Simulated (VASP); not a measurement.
# Nb in VASP: a series of runs

Runs on Nb. Level: PBEsol. Tasks: electric field gradients.

All numbers are computed with VASP 6.6.1; they aren't measurements. Logs are shortened: lines on timing, memory, paths and dates and some standing lists are left out, and cuts for length are marked.

### Step 1. The cell of the first run

It takes space group Fm-3m (No. 225, cubic). Conventional cell: a = 4.244 Å, b = 4.244 Å, c = 4.244 Å, α = 90.00°, β = 90.00°, γ = 90.00°. Within 4.0 Å of Nb (site symmetry m-3m) lie 12 Nb at 3.00 Å.

### Step 2. Electric field gradients, PBEsol (volume scaled by 1.01)

Contents of INCAR:

```
SYSTEM = Nb
ALGO = Normal
EDIFF = 1E-8
ENCUT = 520
GGA = PS
ISIF = 2
ISMEAR = -1
LASPH = .True.
LCHARG = .False.
LEFG = .True.
LREAL = .False.
LWAVE = .False.
NBANDS = 12
NELM = 100
PREC = Accurate
SIGMA = 0.08
```

Contents of KPOINTS:

```
k-points
0
Gamma
  13 13 13
  0 0 0
```

Contents of POSCAR:

```
Nb
1.0
    0.0000000000      2.1220266297      2.1220266297
    2.1220266297      0.0000000000      2.1220266297
    2.1220266297      2.1220266297      0.0000000000
Nb
1
Direct
    0.0000000000      0.0000000000      0.0000000000
```

Potentials or basis: VASP PAW PBE potentials, release 64 (Nb_sv).

Started as:

```sh
> cat potpaw_PBE.64/Nb_sv/POTCAR > POTCAR
> mpirun -np 1 vasp_std > vasp.out
```

OUTCAR:

```text
SYSTEM = Nb
   EDIFF = 1E-8
   ENCUT = 520
   GGA = PS
   ISIF = 2
   ISMEAR = -1
   LASPH = .True.
   LREAL = .False.
   NELM = 100
   PREC = Accurate

 ion  position               nearest neighbor table
   1  0.000  0.000  0.000-

  LATTYP: Found a face centered cubic cell.
 ALAT       =     4.2440532594

  Lattice vectors:

 A1 = (   0.0000000000,   2.1220266297,   2.1220266297)
 A2 = (   2.1220266297,   0.0000000000,   2.1220266297)
 A3 = (   2.1220266297,   2.1220266297,   0.0000000000)

Analysis of symmetry for initial positions (statically):
=====================================================================
 Subroutine PRICEL returns:
 Original cell was already a primitive cell.

 Routine SETGRP: Setting up the symmetry group for a
 face centered cubic supercell.

 Subroutine GETGRP returns: Found 48 space group operations
 (whereof 48 operations were pure point group operations)
 out of a pool of 48 trial point group operations.

The static configuration has the point symmetry O_h .

Analysis of symmetry for dynamics (positions and initial velocities):
=====================================================================
 Subroutine PRICEL returns:
 Original cell was already a primitive cell.

 Routine SETGRP: Setting up the symmetry group for a
 face centered cubic supercell.

 Subroutine GETGRP returns: Found 48 space group operations
 (whereof 48 operations were pure point group operations)
 out of a pool of 48 trial point group operations.

The dynamic configuration has the point symmetry O_h .

 Subroutine INISYM returns: Found 48 space group operations
 (whereof 48 operations are pure point group operations),
 and found     1 'primitive' translations

----------------------------------------------------------------------------------------

                                     Primitive cell

  volume of cell :      19.1110

  direct lattice vectors                    reciprocal lattice vectors
     0.000000000  2.122026630  2.122026630    -0.235623810  0.235623810  0.235623810
     2.122026630  0.000000000  2.122026630     0.235623810 -0.235623810  0.235623810
     2.122026630  2.122026630  0.000000000     0.235623810  0.235623810 -0.235623810
[... 124 lines left out ...]
  ---------------------------------------------------
  free energy    TOTEN  =       -10.59422342 eV

  energy without entropy =      -10.56106337  energy(sigma->0) =      -10.57764340

 E-fermi :  10.5639     XC(G=0): -12.3281

 val. band max:       10.5592685428   @ k =   0.3846   0.2308   0.0000
 cond. band min:      10.5716184512   @ k =  -0.3846   0.2308   0.0769
 fundamental gap:      0.0123499084
 Fermi energy:        10.5638717494

 k-point     1 :       0.0000    0.0000    0.0000
  band No.  band energies     occupation
      1     -44.1359      2.00000
      2     -19.5748      2.00000
      3     -19.5748      2.00000
      4     -19.5748      2.00000
      5       4.3765      2.00000
      6      10.6963      0.32084
      7      10.6963      0.32084
      8      10.6963      0.32084
      9      13.2221      0.00000
     10      13.2221      0.00000
     11      22.3951      0.00000
     12      27.0517      0.00000
[... 331 lines left out ...]
 k-point    24 :       0.4615    0.1538    0.0000
  band No.  band energies     occupation
      1     -43.9506      2.00000
      2     -20.5638      2.00000
      3     -19.8491      2.00000
      4     -19.7812      2.00000
      5       7.4178      2.00000
      6       9.5886      1.99999
      7      10.5447      1.11902
      8      11.3173      0.00016
      9      15.2271      0.00000
     10      15.6278      0.00000
     11      21.1072      0.00000
     12      24.0109      0.00000

 [... further k-points ...]

------------------------ aborting loop because EDIFF is reached ----------------------------------------

  FORCE on cell =-STRESS in cart. coord.  units (eV):
  Direction    XX          YY          ZZ          XY          YZ          ZX
  --------------------------------------------------------------------------------------
  -------------------------------------------------------------------------------------
  Total       -0.9990977     -0.9990977     -0.9990977     -0.0000000      0.0000000      0.0000000
  in kB      -83.7598788    -83.7598788    -83.7598788     -0.0000000      0.0000000      0.0000000
  external PRESSURE =     -83.7598788 kB  Pullay stress =       0.0000000 kB

 VOLUME and BASIS-vectors are now :
 -----------------------------------------------------------------------------
  energy-cutoff  :      520.00
  volume of cell :       19.11
      direct lattice vectors                 reciprocal lattice vectors
     0.000000000  2.122026630  2.122026630    -0.235623810  0.235623810  0.235623810
     2.122026630  0.000000000  2.122026630     0.235623810 -0.235623810  0.235623810
     2.122026630  2.122026630  0.000000000     0.235623810  0.235623810 -0.235623810

 POSITION                                       TOTAL-FORCE (eV/Angst)
 -----------------------------------------------------------------------------------
      0.00000      0.00000      0.00000         0.000000     -0.000000     -0.000000
 -----------------------------------------------------------------------------------
    total drift:                               -0.000000     -0.000000     -0.000000

  FREE ENERGIE OF THE ION-ELECTRON SYSTEM (eV)
  ---------------------------------------------------
  free  energy   TOTEN  =       -10.5942234203 eV

  energy  without entropy=      -10.5610633730  energy(sigma->0) =      -10.57764340

 Electric field gradients (V/A^2)
---------------------------------------------------------------------
 ion       V_xx      V_yy      V_zz      V_xy      V_xz      V_yz
---------------------------------------------------------------------
   1      -0.000    -0.000     0.000     0.000     0.000     0.000
---------------------------------------------------------------------

 Electric field gradients after diagonalization (V/A^2)
 (convention: |V_zz| > |V_xx| > |V_yy|)
----------------------------------------------------------------------
 ion       V_xx      V_yy      V_zz     asymmetry (V_yy - V_xx)/ V_zz
----------------------------------------------------------------------
   1      -0.000    -0.000     0.000       0.000
----------------------------------------------------------------------

           NMR quadrupolar parameters

 Cq : quadrupolar parameter    Cq=e*Q*V_zz/h
 eta: asymmetry parameters     (V_yy - V_xx)/ V_zz
 Q  : nuclear electric quadrupole moment in mb (millibarn)
----------------------------------------------------------------------
 ion       Cq(MHz)       eta       Q (mb)
----------------------------------------------------------------------
   1       0.000       0.000       1.000
----------------------------------------------------------------------
```

OSZICAR:

```text
N       E                     dE             d eps       ncg     rms          rms(c)
DAV:   1     0.118453648476E+03    0.11845E+03   -0.72293E+03  2024   0.107E+03
DAV:   2    -0.619474331819E+01   -0.12465E+03   -0.12014E+03  2172   0.390E+02
DAV:   3    -0.108673472279E+02   -0.46726E+01   -0.44777E+01  2972   0.665E+01
DAV:   4    -0.111562240556E+02   -0.28888E+00   -0.28627E+00  2800   0.148E+01
DAV:   5    -0.111670331081E+02   -0.10809E-01   -0.10805E-01  3060   0.245E+00    0.670E+00
DAV:   6    -0.106574182632E+02    0.50961E+00   -0.77249E-01  3220   0.106E+01    0.233E+00
DAV:   7    -0.105913339228E+02    0.66084E-01   -0.22108E-01  3288   0.557E+00    0.102E+00
DAV:   8    -0.105941727838E+02   -0.28389E-02   -0.13358E-02  2408   0.149E+00    0.474E-02
DAV:   9    -0.105942086603E+02   -0.35877E-04   -0.83248E-04  3368   0.313E-01    0.305E-02
DAV:  10    -0.105942239309E+02   -0.15271E-04   -0.13995E-05  2464   0.468E-02    0.123E-02
DAV:  11    -0.105942234316E+02    0.49931E-06   -0.84221E-06  2820   0.448E-02    0.214E-03
DAV:  12    -0.105942234839E+02   -0.52303E-07   -0.69235E-07  2996   0.773E-03    0.670E-04
DAV:  13    -0.105942234182E+02    0.65665E-07   -0.13046E-08  2356   0.994E-04    0.186E-04
DAV:  14    -0.105942234203E+02   -0.20968E-08   -0.34239E-09  1536   0.595E-04
   1 F= -.10594223E+02 E0= -.10577643E+02  d E =-.331600E-01
```

Run time: 12 s. Hardware: 1 thread of AMD EPYC 9R45 (Zen 5), shared host; peak memory 0.11 GiB.

Results:

| Property | Result |
| --- | --- |
| Free energy | -10.5942 eV |
| Pressure | -8.4 GPa |

Levels at points of the mesh, in eV from the Fermi level:
```tsv
k point	band 4	band 5	band 6	band 7	band 8	band 9
(0.00, 0.00, 0.00)	-30.14	-6.19	0.13	0.13	0.13	2.66
```

Caveat: the cell differs from its parent crystal (volume scaled by 1.01); without QUAD_EFG the Cq values of the log hold for a quadrupole moment of 1 mb, not for the nuclei; the PAW data sets were made with another functional, which shifts forces and pressure a little.

### Step 3. Electric field gradients, PBEsol

This run uses another cell than the first one, of 18.92 Å³/atom, 0.990 times its volume.

Contents of INCAR:

```
  ALGO = Normal
  EDIFF = 1E-8
  ENCUT = 520
  GGA = PS
  ISIF = 2
  ISMEAR = -1
  LASPH = T
  LCHARG = F
  LEFG = T
  LREAL = F
  LWAVE = F
  NBANDS = 12
  NELM = 60
  PREC = Accurate
  SIGMA = 0.08
```

Contents of KPOINTS:

```
k-points
0
Gamma
  13 13 13
```

Contents of POSCAR:

```
Nb
1.0
    0.0000000000      2.1150000000      2.1150000000
    2.1150000000      0.0000000000      2.1150000000
    2.1150000000      2.1150000000      0.0000000000
Nb
1
Direct
    0.0000000000      0.0000000000      0.0000000000
```

Potentials or basis: VASP PAW PBE potentials, release 64 (Nb_sv).

Started as:

```sh
> cat potpaw_PBE.64/Nb_sv/POTCAR > POTCAR
> mpirun -np 1 vasp_std > vasp.out
```

OUTCAR:

```text
EDIFF = 1E-8
   ENCUT = 520
   GGA = PS
   ISIF = 2
   ISMEAR = -1
   LASPH = T
   LREAL = F
   NELM = 60
   PREC = Accurate

 ion  position               nearest neighbor table
   1  0.000  0.000  0.000-

  LATTYP: Found a face centered cubic cell.
 ALAT       =     4.2300000000

  Lattice vectors:

 A1 = (   0.0000000000,   2.1150000000,   2.1150000000)
 A2 = (   2.1150000000,   0.0000000000,   2.1150000000)
 A3 = (   2.1150000000,   2.1150000000,   0.0000000000)

Analysis of symmetry for initial positions (statically):
=====================================================================
 Subroutine PRICEL returns:
 Original cell was already a primitive cell.

 Routine SETGRP: Setting up the symmetry group for a
 face centered cubic supercell.

 Subroutine GETGRP returns: Found 48 space group operations
[... 539 lines left out ...]
  external PRESSURE =     -69.0623058 kB  Pullay stress =       0.0000000 kB

 VOLUME and BASIS-vectors are now :
 -----------------------------------------------------------------------------
  energy-cutoff  :      520.00
  volume of cell :       18.92
      direct lattice vectors                 reciprocal lattice vectors
     0.000000000  2.115000000  2.115000000    -0.236406619  0.236406619  0.236406619
     2.115000000  0.000000000  2.115000000     0.236406619 -0.236406619  0.236406619
     2.115000000  2.115000000  0.000000000     0.236406619  0.236406619 -0.236406619

 POSITION                                       TOTAL-FORCE (eV/Angst)
 -----------------------------------------------------------------------------------
      0.00000      0.00000      0.00000         0.000000     -0.000000      0.000000
 -----------------------------------------------------------------------------------
    total drift:                               -0.000000     -0.000000     -0.000000

  FREE ENERGIE OF THE ION-ELECTRON SYSTEM (eV)
  ---------------------------------------------------
  free  energy   TOTEN  =       -10.6031226111 eV

  energy  without entropy=      -10.5700483686  energy(sigma->0) =      -10.58658549

 Electric field gradients (V/A^2)
---------------------------------------------------------------------
 ion       V_xx      V_yy      V_zz      V_xy      V_xz      V_yz
---------------------------------------------------------------------
   1      -0.000    -0.000    -0.000     0.000     0.000     0.000
---------------------------------------------------------------------

 Electric field gradients after diagonalization (V/A^2)
 (convention: |V_zz| > |V_xx| > |V_yy|)
----------------------------------------------------------------------
 ion       V_xx      V_yy      V_zz     asymmetry (V_yy - V_xx)/ V_zz
----------------------------------------------------------------------
   1      -0.000    -0.000     0.000       0.000
----------------------------------------------------------------------

           NMR quadrupolar parameters

 Cq : quadrupolar parameter    Cq=e*Q*V_zz/h
 eta: asymmetry parameters     (V_yy - V_xx)/ V_zz
 Q  : nuclear electric quadrupole moment in mb (millibarn)
----------------------------------------------------------------------
 ion       Cq(MHz)       eta       Q (mb)
----------------------------------------------------------------------
   1       0.000       0.000       1.000
----------------------------------------------------------------------
```

OSZICAR:

```text
N       E                     dE             d eps       ncg     rms          rms(c)
DAV:   1     0.114075005084E+03    0.11408E+03   -0.71662E+03  2040   0.107E+03
DAV:   2    -0.659327065187E+01   -0.12067E+03   -0.11643E+03  2176   0.380E+02
DAV:   3    -0.108857075938E+02   -0.42924E+01   -0.41265E+01  2968   0.634E+01
DAV:   4    -0.111530575309E+02   -0.26735E+00   -0.26578E+00  2728   0.144E+01
DAV:   5    -0.111648863085E+02   -0.11829E-01   -0.11821E-01  3104   0.254E+00    0.678E+00
DAV:   6    -0.106651472223E+02    0.49974E+00   -0.75724E-01  3200   0.106E+01    0.236E+00
DAV:   7    -0.106000866032E+02    0.65061E-01   -0.21877E-01  3300   0.558E+00    0.102E+00
DAV:   8    -0.106030681431E+02   -0.29815E-02   -0.13324E-02  2404   0.149E+00    0.474E-02
DAV:   9    -0.106031075224E+02   -0.39379E-04   -0.84383E-04  3404   0.315E-01    0.320E-02
DAV:  10    -0.106031231651E+02   -0.15643E-04   -0.14715E-05  2444   0.469E-02    0.132E-02
DAV:  11    -0.106031226311E+02    0.53401E-06   -0.82357E-06  2752   0.456E-02    0.203E-03
DAV:  12    -0.106031226682E+02   -0.37069E-07   -0.80221E-07  3012   0.806E-03    0.734E-04
DAV:  13    -0.106031226064E+02    0.61721E-07   -0.14188E-08  2316   0.103E-03    0.277E-04
DAV:  14    -0.106031226111E+02   -0.46141E-08   -0.48667E-09  1520   0.708E-04
   1 F= -.10603123E+02 E0= -.10586585E+02  d E =-.330742E-01
```

It took 12 s on 1 thread of AMD EPYC 9R45 (Zen 5), shared host; peak memory 0.12 GiB.

What came out:

```yaml
Free_energy: -10.6031 eV
Pressure: -6.9 GPa
```

Caveat: without QUAD_EFG the Cq values of the log hold for a quadrupole moment of 1 mb, not for the nuclei; the PAW data sets were made with another functional, which shifts forces and pressure a little.

(Part 1 of 2 ends here.)
